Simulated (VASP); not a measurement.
# PtSe2 (P-3m1) in VASP: relaxation of the atoms with PBE

Aim: the relaxation of the atoms of PtSe2 with PBE.

Program: VASP 6.6.1. These are calculated values, not measurements. Logs are shortened: lines on timing, memory, paths and dates and some standing lists are left out, and cuts for length are marked.

### 1 The cell of the first run

Symmetry: P-3m1, No. 164, trigonal system. The conventional cell has a = 3.728 Å, b = 3.728 Å, c = 4.931 Å, α = 90.00°, β = 90.00°, γ = 120.00°. Pt (site symmetry -3m) has 6 Se at 2.51 Å within 3.3 Å. Within 3.4 Å of Se (site symmetry 3m) lie 3 Pt at 2.51 Å and 6 Se at 3.20 to 3.35 Å.

### 2 Relaxation of the atoms, PBE (z stretched by -2 %)

The input, INCAR:

```
SYSTEM = PtSe2
PREC = Accurate ; ENCUT = 520
EDIFF = 1E-6 ; ISMEAR = -1
SIGMA = 0.05 ; LREAL = .FALSE.
LASPH = .TRUE. ; NELM = 100
ALGO = Normal ; ISIF = 2
LWAVE = .FALSE. ; LCHARG = .FALSE.
GGA = PE ; IBRION = 2
NSW = 80 ; EDIFFG = -0.02
KPAR = 4
```

The input, KPOINTS:

```
regular mesh
0
G
  14 14 9
  0 0 0
```

The input, POSCAR:

```
PtSe2
1.0
    3.7278000000      0.0000000000      0.0000000000
   -1.8639000000      3.2283695002      0.0000000000
    0.0000000000      0.0000000000      4.9306740000
Pt Se
1 2
Direct
    0.0000000000      0.0000000000      0.0000000000
    0.3333333333      0.6666666667      0.2602149854
    0.6666666667      0.3333333333      0.7397850146
```

Potentials or basis: VASP PAW PBE potentials, release 64 (Pt, Se).

Command:

```console
cat potpaw_PBE.64/Pt/POTCAR potpaw_PBE.64/Se/POTCAR > POTCAR
mpirun -np 4 vasp_std > vasp.out
```

OUTCAR:

```text
SYSTEM = PtSe2
   PREC = Accurate
   ENCUT = 520
   EDIFF = 1E-6
   ISMEAR = -1
   LREAL = .FALSE.
   LASPH = .TRUE.
   NELM = 100
   ISIF = 2
   GGA = PE
   IBRION = 2
   NSW = 80
   EDIFFG = -0.02

 ion  position               nearest neighbor table
   1  0.000  0.000  0.000-   2 2.51   3 2.51   2 2.51   3 2.51   3 2.51   2 2.51
   2  0.333  0.667  0.260-   1 2.51   1 2.51   1 2.51
   3  0.667  0.333  0.740-   1 2.51   1 2.51   1 2.51

  LATTYP: Found a hexagonal cell.
 ALAT       =     3.7278000000
 C/A-ratio  =     1.3226766457

  Lattice vectors:

 A1 = (   3.7278000000,   0.0000000000,   0.0000000000)
 A2 = (  -1.8639000000,   3.2283695002,   0.0000000000)
 A3 = (   0.0000000000,   0.0000000000,   4.9306740000)

Analysis of symmetry for initial positions (statically):
=====================================================================
 Subroutine PRICEL returns:
 Original cell was already a primitive cell.

 Routine SETGRP: Setting up the symmetry group for a
 hexagonal supercell.

 Subroutine GETGRP returns: Found 12 space group operations
 (whereof 12 operations were pure point group operations)
 out of a pool of 24 trial point group operations.

The static configuration has the point symmetry D_3d.

Analysis of symmetry for dynamics (positions and initial velocities):
=====================================================================
 Subroutine PRICEL returns:
 Original cell was already a primitive cell.

 Routine SETGRP: Setting up the symmetry group for a
 hexagonal supercell.

 Subroutine GETGRP returns: Found 12 space group operations
 (whereof 12 operations were pure point group operations)
 out of a pool of 24 trial point group operations.

The dynamic configuration has the point symmetry D_3d.

 Subroutine INISYM returns: Found 12 space group operations
 (whereof 12 operations are pure point group operations),
 and found     1 'primitive' translations

----------------------------------------------------------------------------------------

                                     Primitive cell

  volume of cell :      59.3393

  direct lattice vectors                    reciprocal lattice vectors
     3.727800000  0.000000000  0.000000000     0.268254735  0.154876943  0.000000000
    -1.863900000  3.228369500  0.000000000     0.000000000  0.309753887  0.000000000
     0.000000000  0.000000000  4.930674000     0.000000000  0.000000000  0.202812029

  length of vectors
     3.727800000  3.727800000  4.930674000     0.309753887  0.309753887  0.202812029

  position of ions in fractional coordinates (direct lattice)
     0.000000000  0.000000000  0.000000000
     0.333333333  0.666666667  0.260214985
     0.666666667  0.333333333  0.739785015

  ion indices of the primitive-cell ions
   primitive index   ion index
                 1           1
                 2           2
                 3           3

----------------------------------------------------------------------------------------

 KPOINTS: regular mesh

Automatic generation of k-mesh.
 Grid dimensions read from file:
 generate k-points for:   14   14    9

 Generating k-lattice:

  Cartesian coordinates                     Fractional coordinates (reciprocal lattice)
     0.019161052  0.011062639  0.000000000     0.071428571 -0.000000000  0.000000000
     0.000000000  0.022125278  0.000000000     0.000000000  0.071428571  0.000000000
     0.000000000  0.000000000  0.022534670     0.000000000  0.000000000  0.111111111

  Length of vectors
     0.022125278  0.022125278  0.022534670

  Shift w.r.t. Gamma in fractional coordinates (k-lattice)
     0.000000000  0.000000000  0.000000000

 Subroutine IBZKPT returns following result:
 ===========================================

 Found    184 irreducible k-points:

 Following reciprocal coordinates:
            Coordinates               Weight
  0.000000  0.000000  0.000000      1.000000
  0.071429  0.000000  0.000000      6.000000
  0.142857 -0.000000  0.000000      6.000000
  0.214286 -0.000000  0.000000      6.000000
  0.285714  0.000000  0.000000      6.000000
  0.357143 -0.000000  0.000000      6.000000
[... 16 lines left out ...]
  0.285714  0.285714  0.000000      6.000000
  0.357143  0.285714  0.000000      6.000000
 [... further k-points ...]
   k-points           NKPTS =    184   k-points in BZ     NKDIM =    184   number of bands    NBANDS=     15
   number of dos      NEDOS =    301   number of ions     NIONS =      3
   total plane-waves  NPLWV =  31360
   dimension x,y,z NGX =    28 NGY =   28 NGZ =   40
   dimension x,y,z NGXF=    56 NGYF=   56 NGZF=   80
   ions per type =               1   2
   NGX,Y,Z   is equivalent  to a cutoff of  12.49, 12.49, 13.49 a.u.
   NGXF,Y,Z  is equivalent  to a cutoff of  24.97, 24.97, 26.97 a.u.
 SYSTEM =  PtSe2
   PREC   = accura    normal or accurate (medium, high low for compatibility)
   ISTART =      0    job   : 0-new  1-cont  2-samecut
   ICHARG =      2    charge: 1-file 2-atom 10-const
   ISPIN  =      1    spin polarized calculation?
   LNONCOLLINEAR =      F non collinear calculations
   LSORBIT =      F    spin-orbit coupling
   LASPH  =      T    aspherical Exc in radial PAW
   ENCUT  =  520.0 eV  38.22 Ry    6.18 a.u.   6.93  6.93  9.17*2*pi/ulx,y,z
   NELM   =    100;   NELMIN=  2; NELMDL= -5     # of ELM steps
   EDIFF  = 0.1E-05   stopping-criterion for ELM
   LREAL  =      F    real-space projection
   EDIFFG = -.2E-01   stopping-criterion for IOM
   NSW    =     80    number of steps for IOM
   IBRION =      2    ionic relax: 0-MD 1-quasi-New 2-CG
   NFREE  =      1    steps in history (QN), initial steepest desc. (CG)
   ISIF   =      2    stress and relaxation
   ISYM   =      2    0-nonsym 1-usesym 2-fastsym
   POTIM  = 0.5000    time-step for ionic-motion
   TEBEG  =    0.0;   TEEND  =   0.0 temperature during run
   PSTRESS=    0.0 pullay stress
   NELECT =      22.0000    total number of electrons
   NUPDOWN=      -1.0000    fix difference up-down
   EMIN   =  10.00;   EMAX   =-10.00  energy-range for DOS
   EFERMI =   0.00;   METHOD = LEGACY
   ISMEAR =    -1;   SIGMA  =   0.05  broadening in eV -4-tet -1-fermi 0-gaus
   EFERMI_NEDOS =   21; number of points for ismear=-14 and -15
   IALGO  =     38    algorithm
   IMIX   =      4    mixing-type and parameters
     AMIX     =   0.40;   BMIX     =  1.00
     AMIX_MAG =   1.60;   BMIX_MAG =  1.00
  volume/ion in A,a.u.               =      19.78       133.48
  Fermi-wavevector in a.u.,A,eV,Ry     =   1.176075  2.222459 18.818931  1.383152
  Thomas-Fermi vector in A             =   2.312445
   LORBIT       =      0    0 simple, 1 ext, 2 COOP (PROOUT), +10 PAW based schemes
   GGA     = PE    functional components
   LHFCALC =     F    Hartree Fock is set to
   AEXX    =    0.0000 exact exchange contribution
   IVDW    =     0    specifies the selected vdW correction
   LEPSILON=     F    determine dielectric tensor
   LRPA    =     F    only Hartree local field effects (RPA)
 conjugate gradient relaxation of ions
 non-spin polarized calculation
  energy-cutoff  :      520.00
  volume of cell :       59.34
 maximum number of plane-waves:      1622
   NGX = 13   NGY = 13   NGZ = 19

--------------------------------------- Ionic step        1  -------------------------------------------

 number of electron      21.9999997 magnetization

 Free energy of the ion-electron system (eV)
  ---------------------------------------------------
  ext. energy  EPLUGINS =         0.00000000
  ---------------------------------------------------
  free energy    TOTEN  =       -14.18237337 eV

  energy without entropy =      -14.17658072  energy(sigma->0) =      -14.17947705

------------------------ aborting loop because EDIFF is reached ----------------------------------------

  FORCE on cell =-STRESS in cart. coord.  units (eV):
  Direction    XX          YY          ZZ          XY          YZ          ZX
  --------------------------------------------------------------------------------------
  -------------------------------------------------------------------------------------
  Total        2.7286757      2.7286757      1.9603591      0.0000000      0.0000000     -0.0000000
  in kB       73.6750406     73.6750406     52.9302679      0.0000000      0.0000000     -0.0000000
  external PRESSURE =      66.7601164 kB  Pullay stress =       0.0000000 kB
[... 59 lines left out ...]
  energy  without entropy=      -14.1813807142  energy(sigma->0) =      -14.18430685

--------------------------------------- Ionic step        3  -------------------------------------------

 number of electron      21.9999997 magnetization

 Free energy of the ion-electron system (eV)
  ---------------------------------------------------
  ext. energy  EPLUGINS =         0.00000000
  ---------------------------------------------------
  free energy    TOTEN  =       -14.18816372 eV

  energy without entropy =      -14.18224093  energy(sigma->0) =      -14.18520232

 E-fermi :   6.7421     XC(G=0): -10.8172

 val. band max:        6.7025724032   @ k =   0.3571   0.2857   0.0000
 cond. band min:       6.7636815687   @ k =   0.1429   0.1429   0.4444
 fundamental gap:      0.0611091655
 Fermi energy:         6.7420666715

 k-point     1 :       0.0000    0.0000    0.0000
  band No.  band energies     occupation
      1      -8.9368      2.00000
      2      -5.9641      2.00000
      3      -0.4900      2.00000
      4       0.5237      2.00000
      5       0.5237      2.00000
      6       2.8962      2.00000
      7       2.8962      2.00000
      8       4.1591      2.00000
      9       5.7929      2.00000
     10       5.7929      2.00000
     11       7.4521      0.00000
     12       7.9173      0.00000
     13       7.9173      0.00000
     14      10.2350      0.00000
     15      10.9687      0.00000
[... 397 lines left out ...]
 k-point    24 :       0.3571    0.2857    0.0000
  band No.  band energies     occupation
      1      -6.9411      2.00000
      2      -6.8397      2.00000
      3      -0.1616      2.00000
      4       0.7117      2.00000
      5       0.8067      2.00000
      6       2.0437      2.00000
      7       2.1897      2.00000
      8       3.1719      2.00000
      9       4.2161      2.00000
     10       4.7672      2.00000
     11       5.3195      2.00000
     12       6.7026      1.37561
     13       6.8553      0.18817
     14      10.5652      0.00000
     15      14.3248      0.00000

 [... further k-points ...]

------------------------ aborting loop because EDIFF is reached ----------------------------------------

  FORCE on cell =-STRESS in cart. coord.  units (eV):
  Direction    XX          YY          ZZ          XY          YZ          ZX
  --------------------------------------------------------------------------------------
  -------------------------------------------------------------------------------------
  Total        2.2614740      2.2614740      1.4080280     -0.0000000      0.0000000      0.0000000
  in kB       61.0604569     61.0604569     38.0171652     -0.0000000      0.0000000      0.0000000
  external PRESSURE =      53.3793596 kB  Pullay stress =       0.0000000 kB
[... 18 lines left out ...]
  FREE ENERGIE OF THE ION-ELECTRON SYSTEM (eV)
  ---------------------------------------------------
  free  energy   TOTEN  =       -14.1881637181 eV

  energy  without entropy=      -14.1822409256  energy(sigma->0) =      -14.18520232

 reached required accuracy - stopping structural energy minimisation
```

It took 78 s on 4 MPI ranks of Intel Xeon Platinum 8259CL at 2.50GHz (Skylake/Cascade Lake), shared host; peak memory 0.31 GiB.

What came out:

- Free energy: -14.1882 eV
- Energy gained by relaxing: 1.9 meV/atom
- Ionic steps: 3
- Pressure after relaxing: 5.3 GPa
- Largest force after relaxing: 0.005 eV/Å
- Band gap on the k mesh: zero (bands 11 and 12 overlap by 0.76 eV)

Forces on the atoms (eV/Å):
```
Pt   0.000  0.000  0.000
Se   0.000  0.000 -0.005
Se   0.000  0.000  0.005
```

The path:
| step | energy change (eV) | largest force (eV/Å) | pressure (GPa) |
| --- | --- | --- | --- |
| 1 | 0.0000 | 0.2691 | 6.68 |
| 2 | -0.0049 | 0.1073 | 5.89 |
| 3 | -0.0058 | 0.0046 | 5.34 |

Final structure:
```yaml
crystal:
  lattice:
    - [3.72780, 0.00000, 0.00000]
    - [-1.86390, 3.22837, 0.00000]
    - [0.00000, 0.00000, 4.93067]
  atoms:
    - { symbol: Pt, position: [0.00000, 0.00000, 0.00000] }
    - { symbol: Se, position: [0.33333, 0.66667, 0.26471] }
    - { symbol: Se, position: [0.66667, 0.33333, 0.73529] }
```

Caveat: the cell differs from its parent crystal (z stretched by -2 %); spin-orbit coupling is left out, which moves the levels of the heavy elements.

The gap in the log of VASP goes by the Fermi energy; the results here count the filled bands.